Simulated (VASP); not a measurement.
Input of a VASP 6.6.1 run:

File INCAR:

```
SYSTEM = LaB6
ALGO = Normal ; EDIFF = 1E-6
ENCUT = 520 ; GGA = CA
ISIF = 2 ; ISMEAR = 0
LASPH = .True. ; LCHARG = .False.
LREAL = .False. ; LWAVE = .False.
NBANDS = 24 ; NELM = 100
PREC = Accurate ; SIGMA = 0.1
```

Contents of KPOINTS:

```
k-points
0
Gamma
  10 10 10
  0 0 0
```

File POSCAR:

```
LaB6
1.0
    4.0983849580      0.0000000000      0.0000000000
    0.0000000000      4.0983849580      0.0000000000
    0.0000000000      0.0000000000      4.0983849580
La B
1 6
Direct
    0.0000000000      0.0000000000      0.0000000000
    0.1999022395      0.5000000000      0.5000000000
    0.5000000000      0.1999022395      0.5000000000
    0.8000977605      0.5000000000      0.5000000000
    0.5000000000      0.8000977605      0.5000000000
    0.5000000000      0.5000000000      0.1999022395
    0.5000000000      0.5000000000      0.8000977605
```

Potentials or basis: VASP PAW LDA potentials, release 64 (La, B).

Launch:

```console
$ cat potpaw_LDA.64/La/POTCAR potpaw_LDA.64/B/POTCAR > POTCAR
$ mpirun -np 1 vasp_std > vasp.out
```

Question: Estimate the largest force.

Answer: 0.019 eV/Å.

Question: Predict the pressure.

Answer: 0.1 GPa.

Forces on the atoms (eV/Å):
```
La   0.000  0.000  0.000
B   -0.019  0.000  0.000
B    0.000 -0.019  0.000
B    0.019  0.000  0.000
B    0.000  0.019  0.000
B    0.000  0.000 -0.019
B    0.000  0.000  0.019
```
